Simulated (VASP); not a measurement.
Here is a VASP 6.6.1 calculation.

INCAR

```
SYSTEM = CdS
PREC = Accurate
ENCUT = 520
EDIFF = 1E-6
ISMEAR = -1
SIGMA = 0.02
LREAL = .False.
LASPH = .True.
NELM = 80
ALGO = Normal
ISIF = 2
LWAVE = .False.
LCHARG = .False.
GGA = PE
NBANDS = 16
```

Contents of KPOINTS:

```
Automatic mesh
0
Gamma
  8 8 8
  0 0 0
```

Contents of POSCAR:

```
CdS
1.0
    0.0000000000      2.9686069849      2.9686069849
    2.9686069849      0.0000000000      2.9686069849
    2.9686069849      2.9686069849      0.0000000000
Cd S
1 1
Direct
    0.0000000000      0.0000000000      0.0000000000
    0.2500000000      0.2500000000      0.2500000000
```

Potentials or basis: VASP PAW PBE potentials, release 64 (Cd, S).

Launch:

```sh
$ cat potpaw_PBE.64/Cd/POTCAR potpaw_PBE.64/S/POTCAR > POTCAR
$ mpirun -np 1 vasp_std > vasp.out
```

(1) What does it give for the pressure?

(2) Estimate the band gap on the k mesh.

Answers

(1) 0.0 GPa.

(2) 1.03 eV, direct.

Caveat: the cell differs from its parent crystal (strain +1.0%).
